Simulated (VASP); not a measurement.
Write the native input for VASP 6.6.1 that does the following.

```yaml
Task: single point
Functional: r2SCAN
Potentials_or_basis: VASP PAW PBE potentials, release 64 (Ta_pv, N)
Cutoff: 520 eV
k_mesh: 18 × 18 × 16
Occupations: gaussian, width 0.15 eV
Spin: no spin polarisation
Dipole_correction: no
Further_INCAR_settings: ALGO = Normal; EDIFF = 1e-06; NBANDS = 15
```

The system is TaN.

```xyz
2
Lattice="2.9380 0.0000 0.0000 -1.4690 2.5444 0.0000 0.0000 0.0000 2.8830" Properties=species:S:1:pos:R:3 pbc="T T T"
Ta    0.0000    1.6963    1.4415
N     0.0000    0.0000    0.2625
```

This cell differs from its parent crystal: all N atoms moved +0.263 Å, as atom 2 along Cartesian [0 0 1].

One way to write it, as run:

POSCAR

```
TaN
1.0
    2.9379988584      0.0000000000      0.0000000000
   -1.4689994292      2.5443816477      0.0000000000
    0.0000000000      0.0000000000      2.8830000000
Ta N
1 1
Direct
    0.3333333333      0.6666666667      0.5000000000
    0.0000000000      0.0000000000      0.0910509886
```

INCAR.step1

```
SYSTEM = TaN
PREC = Accurate
ENCUT = 520
ISMEAR = 0
SIGMA = 0.15
LREAL = .FALSE.
LASPH = .TRUE.
NELM = 80
NBANDS = 15
GGA = PE
ALGO = Normal
EDIFF = 1E-4
LWAVE = .TRUE.
LCHARG = .FALSE.
```

INCAR.step2

```
SYSTEM = TaN
PREC = Accurate
ENCUT = 520
EDIFF = 1E-6
ISMEAR = 0
SIGMA = 0.15
LREAL = .FALSE.
LASPH = .TRUE.
NELM = 80
ALGO = Normal
ISIF = 2
LWAVE = .FALSE.
LCHARG = .TRUE.
METAGGA = R2SCAN
LMIXTAU = .TRUE.
LELF = .TRUE.
LVHAR = .TRUE.
NBANDS = 15
ISTART = 1
```

KPOINTS

```
regular mesh
0
G
  18 18 16
  0 0 0
```

Potentials or basis: VASP PAW PBE potentials, release 64 (Ta_pv, N).

Run with:

```bash
$ cat potpaw_PBE.64/Ta_pv/POTCAR potpaw_PBE.64/N/POTCAR > POTCAR
$ cp INCAR.step1 INCAR
$ mpirun -np 1 vasp_std > vasp.out
$ cp INCAR.step2 INCAR
$ mpirun -np 1 vasp_std > vasp.out
```

It gave:

```
Pressure               : 16.2 GPa
Largest force          : 4.278 eV/Å
Band gap on the k mesh : zero (bands 8 and 9 overlap by 0.46 eV)
```

Caveat: the cell differs from its parent crystal (all N atoms moved +0.263 Å, as atom 2 along Cartesian [0 0 1]); the cell stands under pressure; the PAW data sets were made with another functional, which shifts forces and pressure a little; spin-orbit coupling is left out, which moves the levels of the heavy elements.

It took 5.2 min on 1 thread of Intel(R) Xeon(R) Platinum 8375C CPU @ 2.90GHz (Ice Lake) (shared host), peak memory 0.29 GiB.
